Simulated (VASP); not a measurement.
# KTaO3 (Pm-3m) in VASP: notebook

Runs on KTaO3. Level: r2SCAN. Tasks: single point.

Everything below comes from runs of VASP 6.6.1. Logs are shortened: lines on timing, memory, paths and dates and some standing lists are left out, and cuts for length are marked.

## Step 1: The cell of the first run

The structure is cubic, space group Pm-3m (No. 221). Conventional cell: a = 3.950 Å, b = 3.950 Å, c = 3.950 Å, α = 90.00°, β = 90.00°, γ = 90.00°. Within 3.7 Å of K (site symmetry m-3m) lie 12 O at 2.79 Å and 8 Ta at 3.42 Å. Ta (site symmetry m-3m) has 6 O at 1.97 Å within 2.6 Å. O (site symmetry 4/mmm) has 2 Ta at 1.97 Å within 2.6 Å.

## Step 2: Single point, r2SCAN (volume changed by -3%)

Input file POSCAR:

```
KTaO3
1.0
    3.9498240011      0.0000000000      0.0000000000
    0.0000000000      3.9498240011      0.0000000000
    0.0000000000      0.0000000000      3.9498240011
K Ta O
1 1 3
Direct
    0.0000000000      0.0000000000      0.0000000000
    0.5000000000      0.5000000000      0.5000000000
    0.5000000000      0.5000000000      0.0000000000
    0.5000000000      0.0000000000      0.5000000000
    0.0000000000      0.5000000000      0.5000000000
```

Input file INCAR.step1:

```
PREC = Accurate
ENCUT = 660
ISMEAR = 0
SIGMA = 0.01
LREAL = False
LASPH = True
NELM = 120
NBANDS = 28
GGA = PE
ALGO = Normal
EDIFF = 1E-5
LWAVE = True
LCHARG = False
GGA_COMPAT = False
```

Input file INCAR.step2:

```
PREC = Accurate
ENCUT = 660
EDIFF = 1E-6
ISMEAR = 0
SIGMA = 0.01
LREAL = False
LASPH = True
NELM = 120
ALGO = Normal
ISIF = 2
LWAVE = False
LCHARG = False
METAGGA = R2SCAN
LMIXTAU = True
NBANDS = 28
ISTART = 1
GGA_COMPAT = False
```

Input file KPOINTS:

```
regular mesh
0
Gamma
  6 6 6
```

Potentials or basis: VASP PAW PBE potentials, release 64 (K_sv, Ta_sv_GW, O).

Command:

```console
> cat potpaw_PBE.64/K_sv/POTCAR potpaw_PBE.64/Ta_sv_GW/POTCAR potpaw_PBE.64/O/POTCAR > POTCAR
> cp INCAR.step1 INCAR
> mpirun -np 1 vasp_std > vasp.out
> cp INCAR.step2 INCAR
> mpirun -np 1 vasp_std > vasp.out
```

OUTCAR:

```text
PREC = Accurate
   ENCUT = 660
   EDIFF = 1E-6
   ISMEAR = 0
   LREAL = False
   LASPH = True
   NELM = 120
   ISIF = 2
   METAGGA = R2SCAN
   ISTART = 1

 ion  position               nearest neighbor table
   1  0.000  0.000  0.000-   3 2.79   4 2.79   5 2.79   4 2.79   5 2.79   3 2.79   5 2.79   5 2.79
                             3 2.79   4 2.79   4 2.79   3 2.79   2 3.42   2 3.42   2 3.42   2 3.42
   2  0.500  0.500  0.500-   3 1.97   4 1.97   5 1.97   3 1.97   4 1.97   5 1.97   1 3.42   1 3.42
                             1 3.42   1 3.42   1 3.42   1 3.42   1 3.42   1 3.42
   3  0.500  0.500  0.000-   2 1.97   2 1.97   1 2.79   1 2.79   1 2.79   1 2.79
   4  0.500  0.000  0.500-   2 1.97   2 1.97   1 2.79   1 2.79   1 2.79   1 2.79
   5  0.000  0.500  0.500-   2 1.97   2 1.97   1 2.79   1 2.79   1 2.79   1 2.79

  LATTYP: Found a simple cubic cell.
 ALAT       =     3.9498240011

  Lattice vectors:

 A1 = (   3.9498240011,   0.0000000000,   0.0000000000)
 A2 = (   0.0000000000,   3.9498240011,   0.0000000000)
 A3 = (   0.0000000000,   0.0000000000,   3.9498240011)

Analysis of symmetry for initial positions (statically):
=====================================================================
 Subroutine PRICEL returns:
 Original cell was already a primitive cell.

 Routine SETGRP: Setting up the symmetry group for a
 simple cubic supercell.

 Subroutine GETGRP returns: Found 48 space group operations
 (whereof 48 operations were pure point group operations)
 out of a pool of 48 trial point group operations.

The static configuration has the point symmetry O_h .

Analysis of symmetry for dynamics (positions and initial velocities):
=====================================================================
 Subroutine PRICEL returns:
 Original cell was already a primitive cell.

 Routine SETGRP: Setting up the symmetry group for a
 simple cubic supercell.

 Subroutine GETGRP returns: Found 48 space group operations
 (whereof 48 operations were pure point group operations)
 out of a pool of 48 trial point group operations.

The dynamic configuration has the point symmetry O_h .

 Subroutine INISYM returns: Found 48 space group operations
 (whereof 48 operations are pure point group operations),
 and found     1 'primitive' translations

----------------------------------------------------------------------------------------

                                     Primitive cell

  volume of cell :      61.6216

  direct lattice vectors                    reciprocal lattice vectors
     3.949824001  0.000000000  0.000000000     0.253175838  0.000000000  0.000000000
     0.000000000  3.949824001  0.000000000     0.000000000  0.253175838  0.000000000
     0.000000000  0.000000000  3.949824001     0.000000000  0.000000000  0.253175838

  length of vectors
     3.949824001  3.949824001  3.949824001     0.253175838  0.253175838  0.253175838

  position of ions in fractional coordinates (direct lattice)
     0.000000000  0.000000000  0.000000000
     0.500000000  0.500000000  0.500000000
     0.500000000  0.500000000  0.000000000
     0.500000000  0.000000000  0.500000000
     0.000000000  0.500000000  0.500000000

  ion indices of the primitive-cell ions
   primitive index   ion index
                 1           1
                 2           2
                 3           3
                 4           4
                 5           5

----------------------------------------------------------------------------------------

 KPOINTS: regular mesh

Automatic generation of k-mesh.
 Grid dimensions read from file:
 generate k-points for:    6    6    6

 Generating k-lattice:

  Cartesian coordinates                     Fractional coordinates (reciprocal lattice)
     0.042195973  0.000000000  0.000000000     0.166666667  0.000000000  0.000000000
     0.000000000  0.042195973  0.000000000     0.000000000  0.166666667  0.000000000
     0.000000000  0.000000000  0.042195973     0.000000000  0.000000000  0.166666667

  Length of vectors
     0.042195973  0.042195973  0.042195973

  Shift w.r.t. Gamma in fractional coordinates (k-lattice)
     0.000000000  0.000000000  0.000000000

 Subroutine IBZKPT returns following result:
 ===========================================

 Found     20 irreducible k-points:

 Following reciprocal coordinates:
            Coordinates               Weight
  0.000000  0.000000  0.000000      1.000000
  0.166667  0.000000  0.000000      6.000000
  0.333333  0.000000  0.000000      6.000000
  0.500000  0.000000  0.000000      3.000000
  0.166667  0.166667  0.000000     12.000000
  0.333333  0.166667  0.000000     24.000000
[... 12 lines left out ...]
  0.500000  0.500000  0.333333      6.000000
  0.500000  0.500000  0.500000      1.000000
   k-points           NKPTS =     20   k-points in BZ     NKDIM =     20   number of bands    NBANDS=     28
   number of dos      NEDOS =    301   number of ions     NIONS =      5
   total plane-waves  NPLWV =  46656
   dimension x,y,z NGX =    36 NGY =   36 NGZ =   36
   dimension x,y,z NGXF=    72 NGYF=   72 NGZF=   72
   ions per type =               1   1   3
   NGX,Y,Z   is equivalent  to a cutoff of  15.15, 15.15, 15.15 a.u.
   NGXF,Y,Z  is equivalent  to a cutoff of  30.30, 30.30, 30.30 a.u.
 SYSTEM =  unknown system
   PREC   = accura    normal or accurate (medium, high low for compatibility)
   ISTART =      1    job   : 0-new  1-cont  2-samecut
   ICHARG =      0    charge: 1-file 2-atom 10-const
   ISPIN  =      1    spin polarized calculation?
   LNONCOLLINEAR =      F non collinear calculations
   LSORBIT =      F    spin-orbit coupling
   LASPH  =      T    aspherical Exc in radial PAW
   ENCUT  =  660.0 eV  48.51 Ry    6.96 a.u.   8.27  8.27  8.27*2*pi/ulx,y,z
   NELM   =    120;   NELMIN=  2; NELMDL=  0     # of ELM steps
   EDIFF  = 0.1E-05   stopping-criterion for ELM
   LREAL  =      F    real-space projection
   EDIFFG = 0.1E-04   stopping-criterion for IOM
   NSW    =      0    number of steps for IOM
   IBRION =     -1    ionic relax: 0-MD 1-quasi-New 2-CG
   NFREE  =      0    steps in history (QN), initial steepest desc. (CG)
   ISIF   =      2    stress and relaxation
   ISYM   =      2    0-nonsym 1-usesym 2-fastsym
   POTIM  = 0.5000    time-step for ionic-motion
   TEBEG  =    0.0;   TEEND  =   0.0 temperature during run
   PSTRESS=    0.0 pullay stress
   NELECT =      40.0000    total number of electrons
   NUPDOWN=      -1.0000    fix difference up-down
   EMIN   =  10.00;   EMAX   =-10.00  energy-range for DOS
   EFERMI =   0.00;   METHOD = LEGACY
   ISMEAR =     0;   SIGMA  =   0.01  broadening in eV -4-tet -1-fermi 0-gaus
   EFERMI_NEDOS =   21; number of points for ismear=-14 and -15
   IALGO  =     38    algorithm
   IMIX   =      4    mixing-type and parameters
     AMIX     =   0.40;   BMIX     =  1.00
     AMIX_MAG =   1.60;   BMIX_MAG =  1.00
  volume/ion in A,a.u.               =      12.32        83.17
  Fermi-wavevector in a.u.,A,eV,Ry     =   1.417480  2.678650 27.337518  2.009251
  Thomas-Fermi vector in A             =   2.538706
   LORBIT       =      0    0 simple, 1 ext, 2 COOP (PROOUT), +10 PAW based schemes
   METAGGA = R2SCAN    functional components
   LHFCALC =     F    Hartree Fock is set to
   AEXX    =    0.0000 exact exchange contribution
   IVDW    =     0    specifies the selected vdW correction
   LEPSILON=     F    determine dielectric tensor
   LRPA    =     F    only Hartree local field effects (RPA)
 non-spin polarized calculation
 Gauss-broadening in eV      SIGMA  =   0.01
  energy-cutoff  :      660.00
  volume of cell :       61.62
 maximum number of plane-waves:      2401
 NGX is ok and might be reduce to    36
   NGX = 17   NGY = 17   NGZ = 17

 number of electron      40.0000011 magnetization

 Free energy of the ion-electron system (eV)
  ---------------------------------------------------
  ext. energy  EPLUGINS =         0.00000000
  ---------------------------------------------------
  free energy    TOTEN  =       -89.76405561 eV

  energy without entropy =      -89.76405561  energy(sigma->0) =      -89.76405561

 E-fermi :   3.1354     XC(G=0): -11.8182

 val. band max:        3.0608464688   @ k =   0.5000   0.5000   0.5000
 cond. band min:       5.7518145216   @ k =   0.0000   0.0000   0.0000
 fundamental gap:      2.6909680528
 Fermi energy:         3.1354195172

 k-point     1 :       0.0000    0.0000    0.0000
  band No.  band energies     occupation
      1     -66.2681      2.00000
      2     -31.9866      2.00000
      3     -31.9866      2.00000
      4     -31.9866      2.00000
      5     -25.3499      2.00000
      6     -15.5786      2.00000
[... 20 lines left out ...]
     27      11.7082      0.00000
     28      11.7082      0.00000

 k-point     2 :       0.1667    0.0000    0.0000
  band No.  band energies     occupation
      1     -66.2680      2.00000
      2     -32.0164      2.00000
      3     -31.9855      2.00000
      4     -31.9855      2.00000
      5     -25.3418      2.00000
      6     -15.5084      2.00000
[... 20 lines left out ...]
     27      12.0770      0.00000
     28      12.1840      0.00000

 k-point     3 :       0.3333    0.0000    0.0000
  band No.  band energies     occupation
      1     -66.2675      2.00000
      2     -32.0752      2.00000
      3     -31.9834      2.00000
      4     -31.9834      2.00000
      5     -25.3256      2.00000
      6     -15.4783      2.00000
[... 20 lines left out ...]
     27      12.8622      0.00000
     28      13.9763      0.00000

 k-point     4 :       0.5000    0.0000    0.0000
  band No.  band energies     occupation
      1     -66.2673      2.00000
      2     -32.1042      2.00000
      3     -31.9824      2.00000
      4     -31.9824      2.00000
      5     -25.3176      2.00000
      6     -15.4879      2.00000
[... 454 lines left out ...]
     27      15.1442      0.00000
     28      15.4430      0.00000

 k-point    19 :       0.5000    0.5000    0.3333
  band No.  band energies     occupation
      1     -66.2659      2.00000
      2     -32.0950      2.00000
      3     -32.0950      2.00000
      4     -32.0653      2.00000
      5     -25.2893      2.00000
      6     -14.2030      2.00000
[... 20 lines left out ...]
     27      15.2965      0.00000
     28      15.6272      0.00000

 k-point    20 :       0.5000    0.5000    0.5000
  band No.  band energies     occupation
      1     -66.2656      2.00000
      2     -32.0938      2.00000
      3     -32.0938      2.00000
      4     -32.0938      2.00000
      5     -25.2850      2.00000
      6     -13.8412      2.00000
[... 20 lines left out ...]
     27      15.0824      0.00000
     28      16.0774      0.00000

------------------------ aborting loop because EDIFF is reached ----------------------------------------

  FORCE on cell =-STRESS in cart. coord.  units (eV):
  Direction    XX          YY          ZZ          XY          YZ          ZX
  --------------------------------------------------------------------------------------
  -------------------------------------------------------------------------------------
  Total        2.6586153      2.6586153      2.6586153      0.0000000     -0.0000000      0.0000000
  in kB       69.1246346     69.1246346     69.1246346      0.0000000     -0.0000000      0.0000000
  external PRESSURE =      69.1246346 kB  Pullay stress =       0.0000000 kB

 VOLUME and BASIS-vectors are now :
 -----------------------------------------------------------------------------
  energy-cutoff  :      660.00
  volume of cell :       61.62
      direct lattice vectors                 reciprocal lattice vectors
     3.949824001  0.000000000  0.000000000     0.253175838  0.000000000  0.000000000
     0.000000000  3.949824001  0.000000000     0.000000000  0.253175838  0.000000000
     0.000000000  0.000000000  3.949824001     0.000000000  0.000000000  0.253175838

 POSITION                                       TOTAL-FORCE (eV/Angst)
 -----------------------------------------------------------------------------------
      0.00000      0.00000      0.00000         0.000000      0.000000      0.000000
      1.97491      1.97491      1.97491         0.000000      0.000000      0.000000
      1.97491      1.97491      0.00000         0.000000      0.000000      0.000000
      1.97491      0.00000      1.97491         0.000000      0.000000      0.000000
      0.00000      1.97491      1.97491         0.000000      0.000000      0.000000
 -----------------------------------------------------------------------------------
    total drift:                                0.000000      0.000000      0.000000

  FREE ENERGIE OF THE ION-ELECTRON SYSTEM (eV)
  ---------------------------------------------------
  free  energy   TOTEN  =       -89.7640556135 eV

  energy  without entropy=      -89.7640556135  energy(sigma->0) =      -89.76405561
```

It took 91 s on 1 thread of Intel Xeon 6975P-C (Granite Rapids), shared host; peak memory 0.25 GiB.

What came out:

| Property | Result |
| --- | --- |
| Free energy | -89.7641 eV |
| Pressure | 6.9 GPa |
| Band gap on the k mesh | 2.69 eV, indirect (least direct gap 3.33 eV) |

Caveat: the PAW data sets were made with another functional, which shifts forces and pressure a little; spin-orbit coupling is left out, which moves the levels of the heavy elements. A k mesh can miss the band edges.

## Step 3: Single point, r2SCAN (volume changed by +3%)

Changes to POSCAR since step 2:

```diff
@@ -2,5 +2,5 @@
 1.0
-    3.9498240011      0.0000000000      0.0000000000
-    0.0000000000      3.9498240011      0.0000000000
-    0.0000000000      0.0000000000      3.9498240011
+    4.0296399297      0.0000000000      0.0000000000
+    0.0000000000      4.0296399297      0.0000000000
+    0.0000000000      0.0000000000      4.0296399297
 K Ta O
```

INCAR.step1 is that of step 2.

INCAR.step2 is that of step 2.

KPOINTS is that of step 2.

Potentials or basis: VASP PAW PBE potentials, release 64 (K_sv, Ta_sv_GW, O).

Command:

```console
> cat potpaw_PBE.64/K_sv/POTCAR potpaw_PBE.64/Ta_sv_GW/POTCAR potpaw_PBE.64/O/POTCAR > POTCAR
> cp INCAR.step1 INCAR
> mpirun -np 1 vasp_std > vasp.out
> cp INCAR.step2 INCAR
> mpirun -np 1 vasp_std > vasp.out
```

Run time: 79 s. Hardware: 1 thread of Intel Xeon 6975P-C (Granite Rapids), shared host; peak memory 0.25 GiB.

It converged, with:

- Free energy: -89.7777 eV
- Pressure: -5.9 GPa
- Band gap on the k mesh: 2.53 eV, indirect (least direct gap 3.20 eV)

Levels at points of the mesh, in eV from the valence-band top:
```tsv
k point	band 18	band 19	band 20	band 21	band 22	band 23
(0.00, 0.00, 0.00)	-0.66	-0.66	-0.66	2.53	2.53	2.53
(0.50, 0.00, 0.00)	-1.46	-0.88	-0.88	2.67	5.23	5.23
(0.50, 0.50, 0.00)	-1.42	-1.42	-0.04	5.26	5.26	6.52
(0.50, 0.50, 0.50)	0.00	0.00	0.00	6.64	6.64	6.64
```

Caveat: the PAW data sets were made with another functional, which shifts forces and pressure a little; spin-orbit coupling is left out, which moves the levels of the heavy elements. A k mesh can miss the band edges.

(Continued in part 2 of 2.)
